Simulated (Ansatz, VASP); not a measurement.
InSb in VASP and in Ansatz

```
In Sb
1.0
     0.00000    3.23910    3.23910
     3.23910    0.00000    3.23910
     3.23910    3.23910    0.00000
In Sb
1 1
Cartesian
  0.0000 0.0000 0.0000
  4.8586 4.8586 4.8586
```

Alike in both runs: functional PBE; k mesh 12 × 12 × 12; occupations fermi-dirac, width 0.05 eV; no spin polarisation.

Ansatz relaxed the structure, and its values are those at the end. VASP's run is a single point on that final structure, the one shown.

|  | VASP | Ansatz |
| --- | --- | --- |
| version | VASP 6.6.1 | Ansatz 0.2.0 |
| potentials or method | VASP PAW PBE potentials, release 64 (In_d, Sb) | plane-wave PAW, scalar-relativistic |
| plane-wave cutoff (eV) | 520 | 420 |
| valence electrons in the cell | 18 | 28 |

|  | VASP | Ansatz | Ansatz less VASP |
| --- | --- | --- | --- |
| pressure (GPa) | 3.1 | 3.1 | +0.02 |

The functional is the same, so the differences come from potentials, cutoffs and numerics. VASP's potentials hold 18 valence electrons a cell and Ansatz's 28, so a difference there can come from the potentials and not from the codes. Ansatz's warnings: stress scf threshold loose.

Neither program's run includes spin-orbit coupling.
